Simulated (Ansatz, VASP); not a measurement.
One calculation of Mg3CdS4, two programs

```
CELL_PARAMETERS angstrom
-2.76671 2.76671 5.53342
2.76671 -2.76671 5.53342
2.76671 2.76671 -5.53342
ATOMIC_POSITIONS crystal
Mg 0.00000 0.00000 0.00000
Mg 0.75000 0.25000 0.50000
Mg 0.25000 0.75000 0.50000
Cd 0.50000 0.50000 0.00000
S 0.75000 0.75000 0.00000
S 0.25000 0.25000 0.00000
S 0.50000 0.00000 0.50000
S 0.00000 0.50000 0.50000
```

Alike in both runs: task relaxation of cell and atoms; functional PBE; k mesh 4 × 4 × 4; occupations gaussian, width 0.1 eV; no spin polarisation.

|  | VASP | Ansatz |
| --- | --- | --- |
| version | VASP 6.6.1 | Ansatz 0.2.0 |
| potentials or method | VASP PAW PBE potentials, release 64 (Mg, Cd, S), cutoff 600 eV | scalar-relativistic, plane waves, PAW |
| valence electrons in the cell | 42 | 74 |

```tsv
	VASP	Ansatz	Ansatz less VASP
gap on the k mesh at the Fermi level, each at its own relaxed structure (eV)	0.94	0.96	+0.017
relaxed volume (Å³/atom)	18.65	18.80	+0.152
relaxed cell length with the largest relative difference (Å)	6.498	6.516	+0.0179
```

VASP's potentials hold 42 valence electrons a cell and Ansatz's 74, so a difference there can come from the potentials and not from the codes.
